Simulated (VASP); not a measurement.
Input of a VASP 6.6.1 run:

File INCAR:

```
SYSTEM = SnO
ALGO = Normal
DIPOL = 0.5 0.5 0.401
EDIFF = 1E-7
EDIFFG = -0.003
ENCUT = 520
GGA = PE
IBRION = 2
IDIPOL = 3
ISIF = 2
ISMEAR = 0
IVDW = 12
KPAR = 2
LASPH = .TRUE.
LCHARG = .FALSE.
LDIPOL = .TRUE.
LREAL = .FALSE.
LWAVE = .FALSE.
NELM = 60
NSW = 40
PREC = Accurate
SIGMA = 0.05
```

Contents of KPOINTS:

```
k-points
0
G
  7 7 1
  0 0 0
```

POSCAR

```
SnO
1.0
    3.8201526160      0.0002954389      0.0000000000
   -0.0003145156      3.8201526145      0.0000000000
    0.0000000000      0.0000000000     22.2260756252
Sn O
4 4
Selective dynamics
Direct
    0.9999453016      0.9999453016      0.2024648920  F F F
    0.4999453016      0.4999453016      0.3087831576  F F T
    0.4999453016      0.4999453016      0.4932511703  F F T
    0.9999453016      0.9999453016      0.5995694359  F F T
    0.9999461184      0.4999461184      0.2556240248  F F T
    0.4999461184      0.9999461184      0.2556240248  F F T
    0.4999444849      0.9999444849      0.5464103031  F F T
    0.9999444849      0.4999444849      0.5464103031  F F T
```

Potentials or basis: VASP PAW PBE potentials, release 64 (Sn_d, O).

Launch:

```sh
$ cat potpaw_PBE.64/Sn_d/POTCAR potpaw_PBE.64/O/POTCAR > POTCAR
$ mpirun -np 2 vasp_std > vasp.out
```

Q: What does it give for the energy gained by relaxing?

A: 2.5 meV/atom.

Q: What does it give for the dispersion energy per atom?

A: -0.152 eV.

Q: Estimate the band gap on the k mesh.

A: 2.59 eV (least direct gap 2.62 eV).

Final structure:
```
CELL_PARAMETERS angstrom
3.82015 0.00030 0.00000
-0.00031 3.82015 0.00000
0.00000 0.00000 22.22608
ATOMIC_POSITIONS crystal
Sn 0.99995 0.99995 0.20246
Sn 0.49995 0.49995 0.30921
Sn 0.49995 0.49995 0.50978
Sn 0.99995 0.99995 0.61652
O 0.99995 0.49995 0.25584
O 0.49995 0.99995 0.25584
O 0.49994 0.99994 0.56315
O 0.99994 0.49994 0.56315
```

Caveat: spin-orbit coupling is left out, which moves the levels of the heavy elements.
